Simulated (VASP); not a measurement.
A run of VASP 6.6.1 is set up as follows.

The input INCAR:

```
SYSTEM = TlCl
PREC = Accurate ; ENCUT = 550
EDIFF = 1E-8 ; ISMEAR = 0
SIGMA = 0.01 ; LREAL = .False.
LASPH = .True. ; NELM = 120
ALGO = Normal ; ISIF = 2
LWAVE = .False. ; LCHARG = .False.
METAGGA = R2SCAN ; LMIXTAU = .True.
IBRION = 6 ; NFREE = 2
POTIM = 0.015 ; NSW = 1
GGA_COMPAT = .False.
```

File KPOINTS:

```
Automatic mesh
0
Gamma
  6 6 6
  0 0 0
```

POSCAR

```
TlCl
1.0
    3.8370137785      0.0000000000      0.0000000000
    0.0000000000      3.8370137785      0.0000000000
    0.0000000000      0.0000000000      3.8370137785
Tl Cl
1 1
Direct
    0.0000000000      0.0000000000      0.0000000000
    0.5000000000      0.5000000000      0.5000000000
```

Potentials or basis: VASP PAW PBE potentials, release 64 (Tl_d, Cl).

The run is started by

```sh
$ cat potpaw_PBE.64/Tl_d/POTCAR potpaw_PBE.64/Cl/POTCAR > POTCAR
$ mpirun -np 1 vasp_std > vasp.out
```

(1) What does it give for the highest phonon frequency at Γ, LO-TO splitting left out?

Answers

(1) 48 cm⁻¹.
